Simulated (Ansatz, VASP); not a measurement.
LiTlS2: VASP beside Ansatz

File POSCAR:

```
LiTlS2
1.0
    4.0256905337      0.0000000000      0.0000000000
    0.0000000000      4.0256905337      0.0000000000
    0.0000000000      0.0000000000      5.6610084676
Li S Tl
1 2 1
Direct
    0.0000000000      0.0000000000      0.0000000000
    0.0000000000      0.5000000000      0.2309016897
    0.5000000000      0.0000000000      0.7690983103
    0.5000000000      0.5000000000      0.5000000000
```

INCAR.step1

```
PREC     = Accurate       # precision mode
ENCUT    = 520            # plane-wave cutoff, eV
ISMEAR   = 0              # smearing method
SIGMA    = 0.01           # smearing width, eV
LREAL    = F              # projectors in reciprocal space
LASPH    = T              # aspherical terms in the spheres
NELM     = 60             # most SCF steps
NBANDS   = 22             # bands
GGA      = PE             # functional
ALGO     = Normal         # electronic algorithm
EDIFF    = 1E-4           # SCF threshold, eV
LWAVE    = T              # write WAVECAR
LCHARG   = F              # write CHGCAR
```

File INCAR.step2:

```
PREC     = Accurate       # precision mode
ENCUT    = 520            # plane-wave cutoff, eV
EDIFF    = 1E-6           # SCF threshold, eV
ISMEAR   = 0              # smearing method
SIGMA    = 0.01           # smearing width, eV
LREAL    = F              # projectors in reciprocal space
LASPH    = T              # aspherical terms in the spheres
NELM     = 60             # most SCF steps
ALGO     = Normal         # electronic algorithm
ISIF     = 2              # what is computed and relaxed
LWAVE    = F              # write WAVECAR
LCHARG   = T              # write CHGCAR
METAGGA  = R2SCAN         # meta-GGA
LMIXTAU  = T            
LELF     = T              # ELF
LVHAR    = T            
NBANDS   = 22             # bands
ISTART   = 1
```

The input KPOINTS:

```
regular mesh
0
Gamma
  6 6 4
```

Input for Ansatz:

```yaml
crystal:
  lattice:
    - [4.0256905337, 0.0, 0.0]
    - [0.0, 4.0256905337, 0.0]
    - [0.0, 0.0, 5.6610084676]
  atoms:
    - { symbol: Li, position: [0.0, 0.0, 0.0] }
    - { symbol: S, position: [0.0, 0.5, 0.2309016897] }
    - { symbol: Tl, position: [0.5, 0.5, 0.5] }
    - { symbol: S, position: [0.5, 0.0, 0.7690983103] }
kpoints:
  mp_grid: { grid: [6, 6, 4] }
hamiltonian:
  xc: r2scan
scf:
  occupations: { method: fixed }
  n_extra_bands: 5
output:
  forces: true
  stress: true
  eigenvalues: true
```

Alike in both runs: task single point; functional r2SCAN; k mesh 6 × 6 × 4; no spin polarisation.

|  | VASP | Ansatz |
| --- | --- | --- |
| version | VASP 6.6.1 | Ansatz 0.2.0 |
| potentials or method | VASP PAW PBE potentials, release 64 (Li_sv, S, Tl_d) | plane waves, PAW |
| plane-wave cutoff (eV) | 520 | 500 |
| occupations | gaussian, width 0.01 eV | fixed |
| valence electrons in the cell | 28 | 28 |

VASP gave:

```
gap on the k mesh at the Fermi level (eV) : 1.31
rms of the force components (eV/Å)        : 0.065
```

Question: Estimate Ansatz's values.

Answer: gap on the k mesh at the Fermi level (eV): 1.29; rms of the force components (eV/Å): 0.066.

VASP's potentials were made for PBE, not for r2SCAN.

Neither program's run includes spin-orbit coupling. Noted on VASP's run: the cutoff is short for stress, so the pressure is rough.
